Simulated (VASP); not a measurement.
## PC2: single point with PBE

Crystal: PC2.

```
P C
1.0
     3.73217    0.00000    0.00000
     0.00000    4.59425    0.00000
     0.00000    0.00000    2.84968
P C
2 4
Cartesian
  0.0000 0.0000 0.0000
  1.8661 2.2971 1.4248
  0.5589 1.8696 0.0000
  3.1732 2.7247 0.0000
  2.4250 0.4275 1.4248
  1.3071 4.1667 1.4248
```

The cell was built from a structure type or drawn by symmetry, and may not be a known phase.

```
Program                : VASP 6.6.1
Task                   : single point
Functional             : PBE
Potentials or basis    : VASP PAW PBE potentials, release 64 (P, C_h)
Cutoff                 : 910 eV
k mesh                 : 4 × 4 × 6
Occupations            : gaussian, width 0.1 eV
Spin                   : no spin polarisation
Dipole correction      : no
Further INCAR settings : ALGO = Normal; EDIFF = 1e-06; NBANDS = 22
```

* Pressure: -0.7 GPa
* Largest force: 0.016 eV/Å
* Band gap on the k mesh: zero (bands 13 and 14 overlap by 5.88 eV)

Forces in eV/Å, atoms in the order of the input:
```
P    0.000  0.000  0.000
P    0.000  0.000  0.000
C    0.013 -0.008  0.000
C   -0.013  0.008  0.000
C    0.013  0.008  0.000
C   -0.013 -0.008  0.000
```

Stress tensor (GPa, compression positive):
```
-0.69  0.00  0.00
 0.00 -0.55  0.00
 0.00  0.00 -0.76
```

Levels at points of the mesh, in eV from the Fermi level:
```tsv
k point	band 9	band 10	band 11	band 12	band 13	band 14	band 15	band 16	band 17	band 18
(0.00, 0.00, 0.00)	-4.68	-3.67	-1.77	0.82	2.31	2.54	3.08	5.27	5.49	6.35
(0.50, 0.00, 0.00)	-2.83	-2.83	-0.77	-0.77	0.19	0.19	5.78	5.78	6.98	6.98
(0.00, 0.50, 0.00)	-3.78	-3.78	-2.13	-2.13	2.80	2.80	4.40	4.40	6.89	6.89
(0.50, 0.50, 0.00)	-2.42	-2.42	-2.13	-2.13	-1.05	-1.05	3.36	3.36	7.07	7.07
(0.00, 0.00, 0.50)	-5.89	-5.89	-2.79	-2.79	-1.87	-1.87	3.64	3.64	5.04	5.04
(0.50, 0.00, 0.50)	-6.73	-6.73	-3.74	-3.74	1.13	1.13	7.22	7.22	7.22	7.22
(0.00, 0.50, 0.50)	-4.42	-4.42	-3.44	-3.44	-3.08	-3.08	0.96	0.96	8.36	8.36
(0.50, 0.50, 0.50)	-3.76	-3.76	-1.46	-1.46	-0.33	-0.33	5.19	5.19	6.87	6.87
```

Wall time 110 s on 1 thread of AMD EPYC 7R43 64-Core Processor (Zen 3), on a shared host, peak memory 0.21 GiB.

Caveat: the k points lie up to 0.42 Å⁻¹ apart, too coarse for converged energies and pressures of a metal; the cutoff is under 1.25 times the usual one of these potentials, so pressure, stress and relaxed cells hold a basis-set (Pulay) error.
